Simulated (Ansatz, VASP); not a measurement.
WS2: VASP beside Ansatz

```xyz
9
Lattice="-1.5790 -2.7349 0.0000 1.5790 -2.7349 0.0000 0.0000 -0.4556 18.4900" Properties=species:S:1:pos:R:3 pbc="T T T"
W     0.0000    0.0000   13.1186
W     0.0000   -1.8233    0.7920
W     0.0000   -3.6465    6.9553
S     0.0000   -5.4698    8.5017
S     0.0000   -1.8233   14.6650
S     0.0000   -3.6465    2.3384
S     0.0000   -5.4698    5.3713
S     0.0000   -1.8233   11.5347
S     0.0000   -3.6465   17.6980
```

Alike in both runs: task single point; functional PBEsol; k mesh 10 × 10 × 2; occupations gaussian, width 0.05 eV; no spin polarisation.

|  | VASP | Ansatz |
| --- | --- | --- |
| version | VASP 6.6.1 | Ansatz 0.2.0 |
| potentials or method | VASP PAW PBE potentials, release 64 (W_sv, S), cutoff 520 eV | scalar-relativistic, plane waves, PAW |
| valence electrons in the cell | 78 | 78 |

```csv
,VASP,Ansatz,Ansatz less VASP
gap on the k mesh at the Fermi level (eV),0.84,0.83,-0.011
least direct gap on the mesh (eV),0.84,0.83,-0.011
pressure (GPa),2.3,2.2,-0.11
"traceless stress, the component that is largest in VASP (GPa)",9.18,9.18,-0.005
rms of the force components (eV/Å),1.683,1.684,+0.0002
```

VASP's potentials were made for PBE, not for PBEsol. Atom by atom the forces differ by 0.010 eV/Å (rms over components). With one functional, cell and mesh, what is left measures potentials, basis and numerics.

Neither program's run includes spin-orbit coupling.
